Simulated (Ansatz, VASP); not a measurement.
## Ru: VASP beside Ansatz

```
CELL_PARAMETERS angstrom
2.52940 0.00000 0.00000
-1.26470 2.19052 0.00000
0.00000 0.00000 4.81230
ATOMIC_POSITIONS crystal
Ru 0.33333 0.66667 0.25000
Ru 0.66667 0.33333 0.75000
```

Alike in both runs: task single point; functional PBE; k mesh 18 × 18 × 10; occupations gaussian, width 0.15 eV; no spin polarisation.

|  | VASP | Ansatz |
| --- | --- | --- |
| version | VASP 6.6.1 | Ansatz 0.2.0 |
| potentials or method | VASP PAW PBE potentials, release 64 (Ru_pv), cutoff 520 eV | scalar-relativistic, plane waves, PAW |
| valence electrons in the cell | 28 | 32 |

```tsv
	VASP	Ansatz	Ansatz less VASP
gap on the k mesh at the Fermi level (eV)	none	none	-
pressure (GPa)	23.4	23.2	-0.22
traceless stress, the component that is largest in VASP (GPa)	-55.94	-55.95	-0.015
```

A gap of «none» marks a metal or a gap that the smearing closes. With one functional, cell and mesh, what is left measures potentials, basis and numerics. VASP's potentials hold 28 valence electrons a cell and Ansatz's 32, so a difference there can come from the potentials and not from the codes.
